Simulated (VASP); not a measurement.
# Ti3Se (Pm-3m) in VASP: further runs

Ti3Se is run at these levels: PBE; tasks: single point, relaxation of cell and atoms.

Program: VASP 6.6.1. These are calculated values, not measurements. Logs are shortened: lines on timing, memory, paths and dates and some standing lists are left out, and cuts for length are marked.

## (1) The cell of the first run

The structure is cubic, space group Pm-3m (No. 221). The conventional cell has a = 3.991 Å, b = 3.991 Å, c = 3.991 Å, α = 90.00°, β = 90.00°, γ = 90.00°. Ti (site symmetry 4/mmm) has 8 Ti at 2.82 Å and 4 Se at 2.82 Å within 3.7 Å. Se (site symmetry m-3m) has 12 Ti at 2.82 Å within 3.7 Å.

## (2) Single point, PBE

The input, INCAR:

```
ALGO = Normal ; EDIFF = 1E-6
ENCUT = 520 ; GGA = PE
ISIF = 2 ; ISMEAR = 0
LASPH = T ; LCHARG = T
LELF = T ; LREAL = F
LVHAR = T ; LWAVE = F
NBANDS = 29 ; NELM = 80
PREC = Accurate ; SIGMA = 0.1
```

The input, KPOINTS:

```
k-points
0
Gamma
  4 4 4
```

The input, POSCAR:

```
Ti3Se
1.0
    3.9906267348      0.0000000000      0.0000000000
    0.0000000000      3.9906267348      0.0000000000
    0.0000000000      0.0000000000      3.9906267348
Ti Se
3 1
Direct
    0.0000000000      0.5000000000      0.5000000000
    0.5000000000      0.0000000000      0.5000000000
    0.5000000000      0.5000000000      0.0000000000
    0.0000000000      0.0000000000      0.0000000000
```

Potentials or basis: VASP PAW PBE potentials, release 64 (Ti_sv, Se).

Run with:

```console
$ cat potpaw_PBE.64/Ti_sv/POTCAR potpaw_PBE.64/Se/POTCAR > POTCAR
$ mpirun -np 1 vasp_std > vasp.out
```

OUTCAR:

```text
EDIFF = 1E-6
   ENCUT = 520
   GGA = PE
   ISIF = 2
   ISMEAR = 0
   LASPH = T
   LREAL = F
   NELM = 80
   PREC = Accurate

 ion  position               nearest neighbor table
   1  0.000  0.500  0.500-   2 2.82   3 2.82   4 2.82   3 2.82   4 2.82   2 2.82   4 2.82   4 2.82
                             2 2.82   3 2.82   3 2.82   2 2.82
   2  0.500  0.000  0.500-   1 2.82   3 2.82   4 2.82   3 2.82   4 2.82   1 2.82   3 2.82   3 2.82
                             1 2.82   4 2.82   4 2.82   1 2.82
   3  0.500  0.500  0.000-   1 2.82   2 2.82   4 2.82   1 2.82   2 2.82   2 2.82   4 2.82   2 2.82
                             1 2.82   4 2.82   1 2.82   4 2.82
   4  0.000  0.000  0.000-   1 2.82   2 2.82   3 2.82   1 2.82   2 2.82   1 2.82   3 2.82   1 2.82
                             2 2.82   3 2.82   2 2.82   3 2.82

  LATTYP: Found a simple cubic cell.
 ALAT       =     3.9906267348

  Lattice vectors:

 A1 = (   3.9906267348,   0.0000000000,   0.0000000000)
 A2 = (   0.0000000000,   3.9906267348,   0.0000000000)
 A3 = (   0.0000000000,   0.0000000000,   3.9906267348)

Analysis of symmetry for initial positions (statically):
=====================================================================
 Subroutine PRICEL returns:
 Original cell was already a primitive cell.

 Routine SETGRP: Setting up the symmetry group for a
 simple cubic supercell.

 Subroutine GETGRP returns: Found 48 space group operations
 (whereof 48 operations were pure point group operations)
 out of a pool of 48 trial point group operations.

The static configuration has the point symmetry O_h .

Analysis of symmetry for dynamics (positions and initial velocities):
=====================================================================
 Subroutine PRICEL returns:
 Original cell was already a primitive cell.

 Routine SETGRP: Setting up the symmetry group for a
 simple cubic supercell.

 Subroutine GETGRP returns: Found 48 space group operations
 (whereof 48 operations were pure point group operations)
 out of a pool of 48 trial point group operations.

The dynamic configuration has the point symmetry O_h .

 Subroutine INISYM returns: Found 48 space group operations
 (whereof 48 operations are pure point group operations),
 and found     1 'primitive' translations

----------------------------------------------------------------------------------------

                                     Primitive cell

  volume of cell :      63.5511

  direct lattice vectors                    reciprocal lattice vectors
     3.990626735  0.000000000  0.000000000     0.250587205  0.000000000  0.000000000
     0.000000000  3.990626735  0.000000000     0.000000000  0.250587205  0.000000000
     0.000000000  0.000000000  3.990626735     0.000000000  0.000000000  0.250587205

  length of vectors
     3.990626735  3.990626735  3.990626735     0.250587205  0.250587205  0.250587205

  position of ions in fractional coordinates (direct lattice)
     0.000000000  0.500000000  0.500000000
     0.500000000  0.000000000  0.500000000
     0.500000000  0.500000000  0.000000000
     0.000000000  0.000000000  0.000000000

  ion indices of the primitive-cell ions
   primitive index   ion index
                 1           1
                 2           2
                 3           3
                 4           4

----------------------------------------------------------------------------------------

 KPOINTS: k-points

Automatic generation of k-mesh.
 Grid dimensions read from file:
 generate k-points for:    4    4    4

 Generating k-lattice:

  Cartesian coordinates                     Fractional coordinates (reciprocal lattice)
     0.062646801  0.000000000  0.000000000     0.250000000  0.000000000  0.000000000
     0.000000000  0.062646801  0.000000000     0.000000000  0.250000000  0.000000000
     0.000000000  0.000000000  0.062646801     0.000000000  0.000000000  0.250000000

  Length of vectors
     0.062646801  0.062646801  0.062646801

  Shift w.r.t. Gamma in fractional coordinates (k-lattice)
     0.000000000  0.000000000  0.000000000

 Subroutine IBZKPT returns following result:
 ===========================================

 Found     10 irreducible k-points:

 Following reciprocal coordinates:
            Coordinates               Weight
  0.000000  0.000000  0.000000      1.000000
  0.250000  0.000000  0.000000      6.000000
  0.500000  0.000000  0.000000      3.000000
  0.250000  0.250000  0.000000     12.000000
  0.500000  0.250000  0.000000     12.000000
  0.500000  0.500000  0.000000      3.000000
  0.250000  0.250000  0.250000      8.000000
  0.500000  0.250000  0.250000     12.000000
  0.500000  0.500000  0.250000      6.000000
  0.500000  0.500000  0.500000      1.000000
   k-points           NKPTS =     10   k-points in BZ     NKDIM =     10   number of bands    NBANDS=     29
   number of dos      NEDOS =    301   number of ions     NIONS =      4
   total plane-waves  NPLWV =  27000
   dimension x,y,z NGX =    30 NGY =   30 NGZ =   30
   dimension x,y,z NGXF=    60 NGYF=   60 NGZF=   60
   ions per type =               3   1
   NGX,Y,Z   is equivalent  to a cutoff of  12.50, 12.50, 12.50 a.u.
   NGXF,Y,Z  is equivalent  to a cutoff of  25.00, 25.00, 25.00 a.u.
 SYSTEM =  unknown system
   PREC   = accura    normal or accurate (medium, high low for compatibility)
   ISTART =      0    job   : 0-new  1-cont  2-samecut
   ICHARG =      2    charge: 1-file 2-atom 10-const
   ISPIN  =      1    spin polarized calculation?
   LNONCOLLINEAR =      F non collinear calculations
   LSORBIT =      F    spin-orbit coupling
   LASPH  =      T    aspherical Exc in radial PAW
   ENCUT  =  520.0 eV  38.22 Ry    6.18 a.u.   7.42  7.42  7.42*2*pi/ulx,y,z
   NELM   =     80;   NELMIN=  2; NELMDL= -5     # of ELM steps
   EDIFF  = 0.1E-05   stopping-criterion for ELM
   LREAL  =      F    real-space projection
   EDIFFG = 0.1E-04   stopping-criterion for IOM
   NSW    =      0    number of steps for IOM
   IBRION =     -1    ionic relax: 0-MD 1-quasi-New 2-CG
   NFREE  =      0    steps in history (QN), initial steepest desc. (CG)
   ISIF   =      2    stress and relaxation
   ISYM   =      2    0-nonsym 1-usesym 2-fastsym
   POTIM  = 0.5000    time-step for ionic-motion
   TEBEG  =    0.0;   TEEND  =   0.0 temperature during run
   PSTRESS=    0.0 pullay stress
   NELECT =      42.0000    total number of electrons
   NUPDOWN=      -1.0000    fix difference up-down
   EMIN   =  10.00;   EMAX   =-10.00  energy-range for DOS
   EFERMI =   0.00;   METHOD = LEGACY
   ISMEAR =     0;   SIGMA  =   0.10  broadening in eV -4-tet -1-fermi 0-gaus
   EFERMI_NEDOS =   21; number of points for ismear=-14 and -15
   IALGO  =     38    algorithm
   IMIX   =      4    mixing-type and parameters
     AMIX     =   0.40;   BMIX     =  1.00
     AMIX_MAG =   1.60;   BMIX_MAG =  1.00
  volume/ion in A,a.u.               =      15.89       107.22
  Fermi-wavevector in a.u.,A,eV,Ry     =   1.425991  2.694732 27.666776  2.033451
  Thomas-Fermi vector in A             =   2.546316
   LORBIT       =      0    0 simple, 1 ext, 2 COOP (PROOUT), +10 PAW based schemes
   GGA     = PE    functional components
   LHFCALC =     F    Hartree Fock is set to
   AEXX    =    0.0000 exact exchange contribution
   IVDW    =     0    specifies the selected vdW correction
   LEPSILON=     F    determine dielectric tensor
   LRPA    =     F    only Hartree local field effects (RPA)
 non-spin polarized calculation
 Gauss-broadening in eV      SIGMA  =   0.10
  energy-cutoff  :      520.00
  volume of cell :       63.55
 maximum number of plane-waves:      1743
 NGX is ok and might be reduce to    30
   NGX = 15   NGY = 15   NGZ = 15

 number of electron      41.9999988 magnetization

 Free energy of the ion-electron system (eV)
  ---------------------------------------------------
  ext. energy  EPLUGINS =         0.00000000
  ---------------------------------------------------
  free energy    TOTEN  =       -28.39474672 eV

  energy without entropy =      -28.38231971  energy(sigma->0) =      -28.38853322

 E-fermi :   9.7163     XC(G=0): -11.8457

 val. band max:        9.6449641361   @ k =   0.5000   0.5000   0.2500
 cond. band min:       9.7674956500   @ k =   0.5000   0.2500   0.2500
 fundamental gap:      0.1225315138
 Fermi energy:         9.7163492344

 k-point     1 :       0.0000    0.0000    0.0000
  band No.  band energies     occupation
      1     -47.0174      2.00000
      2     -46.8409      2.00000
      3     -46.8409      2.00000
      4     -23.5289      2.00000
      5     -23.5289      2.00000
      6     -23.5289      2.00000
[... 21 lines left out ...]
     28      12.7248      0.00000
     29      13.2406      0.00000

 k-point     2 :       0.2500    0.0000    0.0000
  band No.  band energies     occupation
      1     -46.9948      2.00000
      2     -46.8634      2.00000
      3     -46.8406      2.00000
      4     -23.4806      2.00000
      5     -23.4806      2.00000
      6     -23.4675      2.00000
[... 21 lines left out ...]
     28      12.6019      0.00000
     29      12.6079      0.00000

 k-point     3 :       0.5000    0.0000    0.0000
  band No.  band energies     occupation
      1     -46.9584      2.00000
      2     -46.8998      2.00000
      3     -46.8403      2.00000
      4     -23.4093      2.00000
      5     -23.4093      2.00000
      6     -23.3768      2.00000
[... 21 lines left out ...]
     28      11.6156      0.00000
     29      12.7978      0.00000

 k-point     4 :       0.2500    0.2500    0.0000
  band No.  band energies     occupation
      1     -46.9748      2.00000
      2     -46.8700      2.00000
      3     -46.8533      2.00000
      4     -23.5204      2.00000
      5     -23.4331      2.00000
      6     -23.3791      2.00000
[... 149 lines left out ...]
     28      11.8060      0.00000
     29      12.2443      0.00000

 k-point     9 :       0.5000    0.5000    0.2500
  band No.  band energies     occupation
      1     -46.8985      2.00000
      2     -46.8985      2.00000
      3     -46.8985      2.00000
      4     -23.5787      2.00000
      5     -23.4939      2.00000
      6     -23.4939      2.00000
[... 21 lines left out ...]
     28      11.5157      0.00000
     29      11.8112      0.00000

 k-point    10 :       0.5000    0.5000    0.5000
  band No.  band energies     occupation
      1     -46.8980      2.00000
      2     -46.8980      2.00000
      3     -46.8980      2.00000
      4     -23.5751      2.00000
      5     -23.5751      2.00000
      6     -23.5751      2.00000
[... 21 lines left out ...]
     28      11.6639      0.00000
     29      11.6639      0.00000

------------------------ aborting loop because EDIFF is reached ----------------------------------------

  FORCE on cell =-STRESS in cart. coord.  units (eV):
  Direction    XX          YY          ZZ          XY          YZ          ZX
  --------------------------------------------------------------------------------------
  -------------------------------------------------------------------------------------
  Total       -0.0227980     -0.0227980     -0.0227980      0.0000000      0.0000000     -0.0000000
  in kB       -0.5747559     -0.5747559     -0.5747559      0.0000000      0.0000000     -0.0000000
  external PRESSURE =      -0.5747559 kB  Pullay stress =       0.0000000 kB

 VOLUME and BASIS-vectors are now :
 -----------------------------------------------------------------------------
  energy-cutoff  :      520.00
  volume of cell :       63.55
      direct lattice vectors                 reciprocal lattice vectors
     3.990626735  0.000000000  0.000000000     0.250587205  0.000000000  0.000000000
     0.000000000  3.990626735  0.000000000     0.000000000  0.250587205  0.000000000
     0.000000000  0.000000000  3.990626735     0.000000000  0.000000000  0.250587205

 POSITION                                       TOTAL-FORCE (eV/Angst)
 -----------------------------------------------------------------------------------
      0.00000      1.99531      1.99531         0.000000      0.000000      0.000000
      1.99531      0.00000      1.99531         0.000000      0.000000      0.000000
      1.99531      1.99531      0.00000         0.000000      0.000000      0.000000
      0.00000      0.00000      0.00000         0.000000      0.000000      0.000000
 -----------------------------------------------------------------------------------
    total drift:                                0.000000      0.000000     -0.000000

  FREE ENERGIE OF THE ION-ELECTRON SYSTEM (eV)
  ---------------------------------------------------
  free  energy   TOTEN  =       -28.3947467231 eV

  energy  without entropy=      -28.3823197095  energy(sigma->0) =      -28.38853322
```

Run time: 20 s. Hardware: 1 thread of Intel Xeon Platinum 8488C (Sapphire Rapids), shared host; peak memory 0.17 GiB.

What came out:

- Free energy: -28.3947 eV
- Pressure: -0.1 GPa
- Band gap on the k mesh: zero (band 21 reaches 10.09 eV, above the bottom of band 22 at 8.03 eV)

Levels at points of the mesh, in eV from the Fermi level:
```tsv
k point	band 17	band 18	band 19	band 20	band 21	band 22	band 23	band 24
(0.00, 0.00, 0.00)	-4.00	-2.59	-2.59	-1.68	-1.68	-1.68	0.35	1.44
(0.50, 0.00, 0.00)	-2.43	-1.16	-0.99	0.15	0.15	0.23	0.43	0.66
(0.50, 0.50, 0.00)	-1.75	-0.64	-0.62	-0.62	0.28	0.28	1.00	1.36
(0.50, 0.50, 0.50)	-2.52	-2.52	-2.52	0.38	0.38	0.38	0.83	0.83
```

Caveat: the k points lie up to 0.39 Å⁻¹ apart.

## (3) Relaxation of cell and atoms, PBE

This run uses another cell than the first one, of 17.40 Å³/atom, 1.095 times its volume.

The input, INCAR:

```
SYSTEM = Ti3Se
ALGO = Normal
EDIFF = 1E-7
EDIFFG = -0.04
ENCUT = 600
GGA = PE
IBRION = 2
ISIF = 3
ISMEAR = 0
LASPH = .True.
LCHARG = .False.
LREAL = .False.
LWAVE = .False.
NELM = 60
NSW = 90
PREC = Accurate
SIGMA = 0.1
```

The input, KPOINTS:

```
k-points
0
Gamma
  4 4 4
  0 0 0
```

The input, POSCAR:

```
Ti3Se
1.0
    4.1132981672      0.0000000000      0.0000000000
    0.0000000000      4.1132981672      0.0000000000
    0.0000000000      0.0000000000      4.1132981672
Ti Se
3 1
Direct
    0.0000000000      0.5000000000      0.5000000000
    0.5000000000      0.0000000000      0.5000000000
    0.5000000000      0.5000000000      0.0000000000
    0.0000000000      0.0000000000      0.0000000000
```

Potentials or basis: VASP PAW PBE potentials, release 64 (Ti_sv, Se).

Run with:

```console
$ cat potpaw_PBE.64/Ti_sv/POTCAR potpaw_PBE.64/Se/POTCAR > POTCAR
$ mpirun -np 1 vasp_std > vasp.out
```

It took 70 s on 1 thread of Intel Xeon Platinum 8488C (Sapphire Rapids), shared host; peak memory 0.22 GiB.

It converged, with:

```
Free energy                            : -28.3972 eV
Relaxed volume                         : 15.88 Å³/atom
Relaxed cell                           : a = 3.990 Å, b = 3.990 Å, c = 3.990 Å, α = 90.00°, β = 90.00°, γ = 90.00°
Space group after relaxing (to 0.05 Å) : Pm-3m (No. 221)
Energy gained by relaxing              : 45.5 meV/atom
Ionic steps                            : 3
Pressure after relaxing                : 0.0 GPa
Band gap on the k mesh                 : zero (band 21 reaches 10.10 eV, above the bottom of band 22 at 8.04 eV)
```

The path:
| step | energy change (eV) | largest force (eV/Å) | pressure (GPa) | volume (Å³) |
| --- | --- | --- | --- | --- |
| 1 | 0.0000 | 0.0000 | -8.78 | 69.59 |
| 2 | -0.1220 | 0.0000 | 6.50 | 60.43 |
| 3 | -0.1819 | 0.0000 | 0.01 | 63.51 |

Final structure:
```
Ti Se
1.0
     3.98979    0.00000    0.00000
     0.00000    3.98979    0.00000
     0.00000    0.00000    3.98979
Ti Se
3 1
Direct
  0.00000 0.50000 0.50000
  0.50000 0.00000 0.50000
  0.50000 0.50000 0.00000
  0.00000 0.00000 0.00000
```

Levels at points of the mesh, in eV from the Fermi level:
| k point | band 18 | band 19 | band 20 | band 21 | band 22 | band 23 |
| --- | --- | --- | --- | --- | --- | --- |
| (0.00, 0.00, 0.00) | -2.59 | -2.59 | -1.68 | -1.68 | -1.68 | 0.35 |
| (0.50, 0.00, 0.00) | -1.16 | -0.99 | 0.15 | 0.15 | 0.23 | 0.43 |
| (0.50, 0.50, 0.00) | -0.64 | -0.63 | -0.63 | 0.28 | 0.28 | 1.00 |
| (0.50, 0.50, 0.50) | -2.52 | -2.52 | 0.38 | 0.38 | 0.38 | 0.83 |

Caveat: the k points lie up to 0.39 Å⁻¹ apart in the final cell.
